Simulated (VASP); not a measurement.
Write the native input for VASP 6.6.1 that does the following.

| Property | Result |
| --- | --- |
| Task | relaxation of cell and atoms |
| Functional | PBE |
| Potentials or basis | VASP PAW PBE potentials, release 64 (Na_pv, Er_3, Br), 4f in core |
| Cutoff | 500 eV |
| k mesh | 8 × 8 × 8 |
| Occupations | gaussian, width 0.1 eV |
| Spin | no spin polarisation |
| Dipole correction | no |
| Further INCAR settings | ALGO = Normal; EDIFF = 1e-07; IBRION = 2; EDIFFG = -0.01; NSW = 100; ISIF = 3 |

The structure of NaErBr4 lies in POSCAR:

```
NaErBr4
1.0
    0.0000000000      4.5604449000      4.5604449000
    4.5604449000      0.0000000000      4.5604449000
    4.5604449000      4.5604449000      0.0000000000
Na Er Br
1 1 4
Direct
    0.7500000000      0.7500000000      0.7500000000
    0.0000000000      0.0000000000      0.0000000000
    0.8731060000      0.3756313300      0.3756313300
    0.3756313300      0.3756313300      0.3756313300
    0.3756313300      0.8731060000      0.3756313300
    0.3756313300      0.3756313300      0.8731060000
```

The cell was generated, and may not be a known phase.

One way to write it, as run:

INCAR

```
ALGO = Normal ; EDIFF = 1E-7
EDIFFG = -0.01 ; ENCUT = 500
GGA = PE ; GGA_COMPAT = F
IBRION = 2 ; ISIF = 3
ISMEAR = 0 ; LASPH = T
LCHARG = F ; LMAXMIX = 6
LREAL = F ; LWAVE = F
NELM = 200 ; NELMIN = 4
NSW = 100 ; PREC = Accurate
SIGMA = 0.1
```

KPOINTS

```
k-points
0
Gamma
  8 8 8
```

Potentials or basis: VASP PAW PBE potentials, release 64 (Na_pv, Er_3, Br), 4f in core.

The run is started by

```console
$ cat potpaw_PBE.64/Na_pv/POTCAR potpaw_PBE.64/Er_3/POTCAR potpaw_PBE.64/Br/POTCAR > POTCAR
$ mpirun -np 1 vasp_std > vasp.out
```

It gave:

| Property | Result |
| --- | --- |
| Relaxed volume | 30.95 Å³/atom |
| Relaxed cell | a = 6.404 Å, b = 6.404 Å, c = 6.404 Å, α = 60.00°, β = 60.00°, γ = 60.00° |
| Space group after relaxing (to 0.1 Å) | F-43m (No. 216) |
| Energy gained by relaxing | 2.0 meV/atom |
| Ionic steps | 6 |
| Pressure after relaxing | 0.0 GPa |
| Band gap on the k mesh | zero (bands 22 and 23 overlap by 0.19 eV) |

Caveat: spin-orbit coupling is left out, which moves the levels of the heavy elements; the 4f electrons are frozen in the core, so they carry no moment and show no levels; the run has no spin polarisation, though such a crystal can be magnetic.

Wall time 9.2 min on 1 thread of Intel(R) Xeon(R) Platinum 8488C (Sapphire Rapids) (shared host), peak memory 0.44 GiB.
